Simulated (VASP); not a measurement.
Write the native input for VASP 6.6.1 that does the following.

* Task: single point
* Functional: PBEsol
* Potentials or basis: VASP PAW PBE potentials, release 64 (Cu)
* Cutoff: 520 eV
* k mesh: 11 × 11 × 11
* Occupations: fermi-dirac, width 0.05 eV
* Spin: no spin polarisation
* Dipole correction: no
* Further INCAR settings: ALGO = Normal; EDIFF = 1e-07; NBANDS = 18

The structure of Cu lies in POSCAR:

```
Cu
1.0
    1.2017052031     -3.9110225556      0.0000000000
    1.2017052031      3.9110225556      0.0000000000
    0.0000000000      0.0000000000      2.4498676933
Cu
2
Direct
    0.8664428247      0.1335571753      0.7500000000
    0.1335571753      0.8664428247      0.2500000000
```

The input as run:

INCAR

```
SYSTEM = Cu
PREC     = Accurate       ! precision mode
ENCUT    = 520            ! plane-wave cutoff, eV
EDIFF    = 1E-7           ! SCF threshold, eV
ISMEAR   = -1             ! smearing method
SIGMA    = 0.05           ! smearing width, eV
LREAL    = .False.        ! projectors in reciprocal space
LASPH    = .True.         ! aspherical terms in the spheres
NELM     = 60             ! most SCF steps
ALGO     = Normal         ! electronic algorithm
ISIF     = 2              ! what is computed and relaxed
LWAVE    = .False.        ! write WAVECAR
LCHARG   = .False.        ! write CHGCAR
GGA      = PS             ! functional
NBANDS   = 18             ! bands
```

KPOINTS

```
regular mesh
0
Gamma
  11 11 11
  0 0 0
```

Potentials or basis: VASP PAW PBE potentials, release 64 (Cu).

Run with:

```bash
$ cat potpaw_PBE.64/Cu/POTCAR > POTCAR
$ mpirun -np 1 vasp_std > vasp.out
```

It gave:

The pressure is 5.6 GPa, the largest force is 0.005 eV/Å and the band gap on the k mesh is zero (bands 11 and 12 overlap by 5.51 eV).

Caveat: the cell stands under pressure; the PAW data sets were made with another functional, which shifts forces and pressure a little.

Wall time 42 s on 1 thread of Intel(R) Xeon(R) 6975P-C (Granite Rapids), on a shared host, peak memory 0.2 GiB.
